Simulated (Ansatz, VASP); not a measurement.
# One calculation of MgS, two programs

INCAR

```
SYSTEM = MgS
  ALGO = Normal
  EDIFF = 1E-7
  ENCUT = 520
  ISIF = 2
  ISMEAR = 0
  LASPH = .True.
  LCHARG = .True.
  LELF = .True.
  LREAL = .False.
  LVHAR = .True.
  LWAVE = .False.
  NBANDS = 11
  NELM = 80
  PREC = Accurate
  SIGMA = 0.05
```

The input KPOINTS:

```
k-points
0
Gamma
  8 8 8
  0 0 0
```

POSCAR

```
MgS
1.0
    0.0000000000      2.4715675000      2.6666912500
    2.4715675000      0.0000000000      2.6666912500
    2.4715675000      2.4715675000      0.0000000000
Mg S
1 1
Direct
    0.0000000000      0.0000000000      0.0000000000
    0.5000000000      0.5000000000      0.5000000000
```

Input for Ansatz:

```yaml
crystal:
  lattice:
    - [0.0, 2.4715675, 2.66669125]
    - [2.4715675, 0.0, 2.66669125]
    - [2.4715675, 2.4715675, 0.0]
  atoms:
    - { symbol: Mg, position: [0.0, 0.0, 0.0] }
    - { symbol: S, position: [0.5, 0.5, 0.5] }
basis:
  ecutwfc: 420
kpoints:
  mp_grid: { grid: [8, 8, 8] }
hamiltonian:
  xc: lda
scf:
  occupations: { method: gaussian, width: 0.05 }
output:
  forces: true
  stress: true
  eigenvalues: true
```

Change from the starting cell: strain -0.050 along x and y, +0.025 along z, atoms carried along.

Alike in both runs: task single point; functional LDA; k mesh 8 × 8 × 8; occupations gaussian, width 0.05 eV; no spin polarisation.

|  | VASP | Ansatz |
| --- | --- | --- |
| version | VASP 6.6.1 | Ansatz 0.2.0 |
| potentials or method | VASP PAW LDA potentials, release 64 (Mg, S), cutoff 520 eV | scalar-relativistic, plane waves, PAW |
| valence electrons in the cell | 8 | 16 |

```tsv
	VASP	Ansatz	Ansatz less VASP
gap on the k mesh at the Fermi level (eV)	2.45	2.44	-0.004
least direct gap on the mesh (eV)	3.94	3.93	-0.015
pressure (GPa)	3.6	4.2	+0.59
traceless stress, the component that is largest in VASP (GPa)	-6.76	-6.74	+0.024
```

LDA's correlation is that of Perdew and Zunger in VASP and of Perdew and Wang (1992) in Ansatz. VASP's potentials hold 8 valence electrons a cell and Ansatz's 16, so a difference there can come from the potentials and not from the codes.
